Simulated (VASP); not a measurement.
Y3Mg2I2, 7 atoms in the cell. It takes space group P6/mmm (No. 191, hexagonal). The conventional cell has a = 5.575 Å, b = 5.575 Å, c = 10.190 Å, α = 90.00°, β = 90.00°, γ = 120.00°. Y (site symmetry 6mm) has 2 Y at 3.08 to 3.55 Å and 6 Mg at 3.57 Å within 4.1 Å. Y (site symmetry 6/mmm) has 6 I at 3.22 Å and 2 Y at 3.55 Å within 4.2 Å. Mg (site symmetry -6m2) has 3 Mg at 3.22 Å and 6 Y at 3.57 Å within 4.2 Å. I (site symmetry -6m2) has 3 I at 3.22 Å and 3 Y at 3.22 Å within 4.2 Å. The cell was generated, and may not be a known phase.

```yaml
Program: VASP 6.6.1
Task: single point
Functional: PBE
Potentials_or_basis: VASP PAW PBE potentials, release 64 (Y_sv, Mg, I)
Cutoff: 520 eV
k_mesh: 12 × 12 × 4
Occupations: gaussian, width 0.1 eV
Spin: no spin polarisation
Dipole_correction: no
Further_INCAR_settings: ALGO = Normal; EDIFF = 1e-06; NBANDS = 34
```

Potentials or basis: VASP PAW PBE potentials, release 64 (Y_sv, Mg, I).

Command:

```console
$ cat potpaw_PBE.64/Y_sv/POTCAR potpaw_PBE.64/Mg/POTCAR potpaw_PBE.64/I/POTCAR > POTCAR
$ mpirun -np 1 vasp_std > vasp.out
```

Hardware: 1 thread of Intel(R) Xeon(R) 6975P-C (Granite Rapids), with other jobs on the host.

Question: How long does it take, and how much memory?

Answer: Run time: 7.8 min on 1 thread of Intel(R) Xeon(R) 6975P-C (Granite Rapids), with other jobs on the host, peak memory 0.73 GiB. Counts: scf iterations 15, k points 57.
